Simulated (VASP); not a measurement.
# InP (Fm-3m) in VASP: a series of runs

Runs on InP. Level: PBE. Tasks: electric field gradients.

All numbers are computed with VASP 6.6.1; they aren't measurements. Logs are shortened: lines on timing, memory, paths and dates and some standing lists are left out, and cuts for length are marked.

### 1 The cell of the first run

The structure is cubic, space group Fm-3m (No. 225). The conventional cell has a = 5.594 Å, b = 5.594 Å, c = 5.594 Å, α = 90.00°, β = 90.00°, γ = 90.00°. Within 3.7 Å of In (site symmetry m-3m) lie 6 P at 2.80 Å. P (site symmetry m-3m) has 6 In at 2.80 Å within 3.7 Å.

### 2 Electric field gradients, PBE (volume scaled by 0.9405)

INCAR reads:

```
SYSTEM = InP
PREC = Accurate
ENCUT = 520
EDIFF = 1E-8
ISMEAR = -1
SIGMA = 0.03
LREAL = .FALSE.
LASPH = .TRUE.
NELM = 60
ALGO = Normal
ISIF = 2
LWAVE = .FALSE.
LCHARG = .FALSE.
GGA = PE
LEFG = .TRUE.
NBANDS = 16
```

KPOINTS reads:

```
regular mesh
0
G
  11 11 11
  0 0 0
```

POSCAR reads:

```
InP
1.0
    0.0000000000      2.7972141245      2.7972141245
    2.7972141245      0.0000000000      2.7972141245
    2.7972141245      2.7972141245      0.0000000000
In P
1 1
Direct
    0.0000000000      0.0000000000      0.0000000000
    0.5000000000      0.5000000000      0.5000000000
```

Potentials or basis: VASP PAW PBE potentials, release 64 (In_d, P).

Command:

```console
cat potpaw_PBE.64/In_d/POTCAR potpaw_PBE.64/P/POTCAR > POTCAR
mpirun -np 1 vasp_std > vasp.out
```

OUTCAR:

```text
SYSTEM = InP
   PREC = Accurate
   ENCUT = 520
   EDIFF = 1E-8
   ISMEAR = -1
   LREAL = .FALSE.
   LASPH = .TRUE.
   NELM = 60
   ISIF = 2
   GGA = PE

 ion  position               nearest neighbor table
   1  0.000  0.000  0.000-   2 2.80   2 2.80   2 2.80   2 2.80   2 2.80   2 2.80
   2  0.500  0.500  0.500-   1 2.80   1 2.80   1 2.80   1 2.80   1 2.80   1 2.80

  LATTYP: Found a face centered cubic cell.
 ALAT       =     5.5944282490

  Lattice vectors:

 A1 = (   0.0000000000,   2.7972141245,   2.7972141245)
 A2 = (   2.7972141245,   0.0000000000,   2.7972141245)
 A3 = (   2.7972141245,   2.7972141245,   0.0000000000)

Analysis of symmetry for initial positions (statically):
=====================================================================
 Subroutine PRICEL returns:
 Original cell was already a primitive cell.

 Routine SETGRP: Setting up the symmetry group for a
 face centered cubic supercell.

 Subroutine GETGRP returns: Found 48 space group operations
 (whereof 48 operations were pure point group operations)
 out of a pool of 48 trial point group operations.

The static configuration has the point symmetry O_h .

Analysis of symmetry for dynamics (positions and initial velocities):
=====================================================================
 Subroutine PRICEL returns:
 Original cell was already a primitive cell.

 Routine SETGRP: Setting up the symmetry group for a
 face centered cubic supercell.

 Subroutine GETGRP returns: Found 48 space group operations
 (whereof 48 operations were pure point group operations)
 out of a pool of 48 trial point group operations.

The dynamic configuration has the point symmetry O_h .

 Subroutine INISYM returns: Found 48 space group operations
 (whereof 48 operations are pure point group operations),
 and found     1 'primitive' translations

----------------------------------------------------------------------------------------

                                     Primitive cell

  volume of cell :      43.7731

  direct lattice vectors                    reciprocal lattice vectors
     0.000000000  2.797214124  2.797214124    -0.178749276  0.178749276  0.178749276
     2.797214124  0.000000000  2.797214124     0.178749276 -0.178749276  0.178749276
[... 118 lines left out ...]
  volume of cell :       43.77
 maximum number of plane-waves:      1243
 NGX is ok and might be reduce to    30
   NGX = 15   NGY = 15   NGZ = 15

 number of electron      18.0000004 magnetization

 Free energy of the ion-electron system (eV)
  ---------------------------------------------------
  ext. energy  EPLUGINS =         0.00000000
  ---------------------------------------------------
  free energy    TOTEN  =        -7.91335178 eV

  energy without entropy =       -7.91135152  energy(sigma->0) =       -7.91235165

 E-fermi :   6.6497     XC(G=0): -10.2559

 val. band max:        6.6444253401   @ k =  -0.0909   0.0909   0.0000
 cond. band min:       6.6891961778   @ k =   0.3636   0.0000   0.0000
 fundamental gap:      0.0447708378
 Fermi energy:         6.6497179451

 k-point     1 :       0.0000    0.0000    0.0000
  band No.  band energies     occupation
      1      -7.5096      2.00000
      2      -7.5096      2.00000
      3      -7.4916      2.00000
      4      -7.4916      2.00000
      5      -7.4916      2.00000
      6      -5.1222      2.00000
[... 433 lines left out ...]
      3      -7.4888      2.00000
      4      -7.4591      2.00000
      5      -7.4470      2.00000
      6      -4.0899      2.00000
[... 8 lines left out ...]
     15      16.7237      0.00000
     16      17.6373      0.00000

 [... further k-points ...]
[... 5 lines left out ...]
  --------------------------------------------------------------------------------------
  -------------------------------------------------------------------------------------
  Total       -0.5755096     -0.5755096     -0.5755096      0.0000000      0.0000000     -0.0000000
  in kB      -21.0647364    -21.0647364    -21.0647364      0.0000000      0.0000000     -0.0000000
  external PRESSURE =     -21.0647364 kB  Pullay stress =       0.0000000 kB

 VOLUME and BASIS-vectors are now :
 -----------------------------------------------------------------------------
  energy-cutoff  :      520.00
  volume of cell :       43.77
      direct lattice vectors                 reciprocal lattice vectors
     0.000000000  2.797214124  2.797214124    -0.178749276  0.178749276  0.178749276
     2.797214124  0.000000000  2.797214124     0.178749276 -0.178749276  0.178749276
     2.797214124  2.797214124  0.000000000     0.178749276  0.178749276 -0.178749276

 POSITION                                       TOTAL-FORCE (eV/Angst)
 -----------------------------------------------------------------------------------
      0.00000      0.00000      0.00000         0.000000     -0.000000     -0.000000
      2.79721      2.79721      2.79721        -0.000000      0.000000      0.000000
 -----------------------------------------------------------------------------------
    total drift:                               -0.000000      0.000000      0.000000

  FREE ENERGIE OF THE ION-ELECTRON SYSTEM (eV)
  ---------------------------------------------------
  free  energy   TOTEN  =        -7.9133517752 eV

  energy  without entropy=       -7.9113515181  energy(sigma->0) =       -7.91235165

 Electric field gradients (V/A^2)
---------------------------------------------------------------------
 ion       V_xx      V_yy      V_zz      V_xy      V_xz      V_yz
---------------------------------------------------------------------
   1      -0.000    -0.000     0.000     0.001     0.001     0.001
   2      -0.000     0.000     0.000    -0.000    -0.000    -0.000
---------------------------------------------------------------------

 Electric field gradients after diagonalization (V/A^2)
 (convention: |V_zz| > |V_xx| > |V_yy|)
----------------------------------------------------------------------
 ion       V_xx      V_yy      V_zz     asymmetry (V_yy - V_xx)/ V_zz
----------------------------------------------------------------------
   1      -0.001    -0.001     0.003       0.000
   2       0.000     0.000    -0.001       0.000
----------------------------------------------------------------------

           NMR quadrupolar parameters

 Cq : quadrupolar parameter    Cq=e*Q*V_zz/h
 eta: asymmetry parameters     (V_yy - V_xx)/ V_zz
 Q  : nuclear electric quadrupole moment in mb (millibarn)
----------------------------------------------------------------------
 ion       Cq(MHz)       eta       Q (mb)
----------------------------------------------------------------------
   1       0.000       0.000       1.000
   2      -0.000       0.000       1.000
----------------------------------------------------------------------
```

OSZICAR:

```text
N       E                     dE             d eps       ncg     rms          rms(c)
DAV:   1     0.106933868330E+03    0.10693E+03   -0.84592E+03  1808   0.130E+03
DAV:   2    -0.141903010608E+01   -0.10835E+03   -0.10349E+03  2000   0.302E+02
DAV:   3    -0.805285663548E+01   -0.66338E+01   -0.65731E+01  2360   0.713E+01
DAV:   4    -0.820474618732E+01   -0.15189E+00   -0.15175E+00  2152   0.112E+01
DAV:   5    -0.821270538119E+01   -0.79592E-02   -0.79590E-02  2720   0.229E+00    0.451E+00
DAV:   6    -0.792037197177E+01    0.29233E+00   -0.53164E-01  2672   0.116E+01    0.258E+00
DAV:   7    -0.791331212763E+01    0.70598E-02   -0.69769E-02  2536   0.207E+00    0.114E+00
DAV:   8    -0.791320680078E+01    0.10533E-03   -0.52746E-03  2240   0.841E-01    0.113E-01
DAV:   9    -0.791331509813E+01   -0.10830E-03   -0.27817E-04  2632   0.230E-01    0.736E-02
DAV:  10    -0.791334067269E+01   -0.25575E-04   -0.31605E-05  2584   0.555E-02    0.289E-02
DAV:  11    -0.791335145269E+01   -0.10780E-04   -0.98048E-06  2272   0.275E-02    0.677E-03
DAV:  12    -0.791335188645E+01   -0.43377E-06   -0.81749E-07  2288   0.114E-02    0.439E-03
DAV:  13    -0.791335179284E+01    0.93613E-07   -0.10026E-07  2288   0.304E-03    0.101E-03
DAV:  14    -0.791335177812E+01    0.14718E-07   -0.85993E-09  1856   0.638E-04    0.653E-04
DAV:  15    -0.791335177518E+01    0.29422E-08   -0.65250E-10  1272   0.246E-04
   1 F= -.79133518E+01 E0= -.79123516E+01  d E =-.200026E-02
```

stdout:

```text
POSCAR found type information on POSCAR InP
 POSCAR found :  2 types and       2 ions
 scaLAPACK will be used
 LDA part: xc-table for (Slater+PW92), standard interpolation
 POSCAR, INCAR and KPOINTS ok, starting setup
 FFT: planning ... GRIDC
 FFT: planning ... GRID_SOFT
 FFT: planning ... GRID
 WAVECAR not read
 entering main loop
ion   1

ion   2
```

Wall time 36 s (1 thread of Intel Xeon Platinum 8488C (Sapphire Rapids), shared host); peak memory 0.18 GiB.

Results:

```yaml
Free_energy: -7.9134 eV
Pressure: -2.1 GPa
Band_gap_on_the_k_mesh: zero (band 9 reaches 6.97 eV, above the bottom of band 10 at 4.47 eV)
```

Levels at points of the mesh, in eV from the Fermi level:
```csv
k point,band 6,band 7,band 8,band 9,band 10,band 11,band 12,band 13
"(0.00, 0.00, 0.00)",-11.77,-0.24,-0.24,-0.24,0.30,7.11,7.11,7.11
```

Caveat: without QUAD_EFG the Cq values of the log hold for a quadrupole moment of 1 mb, not for the nuclei; spin-orbit coupling is left out, which moves the levels of the heavy elements.

(Part 1 of 3 ends here.)
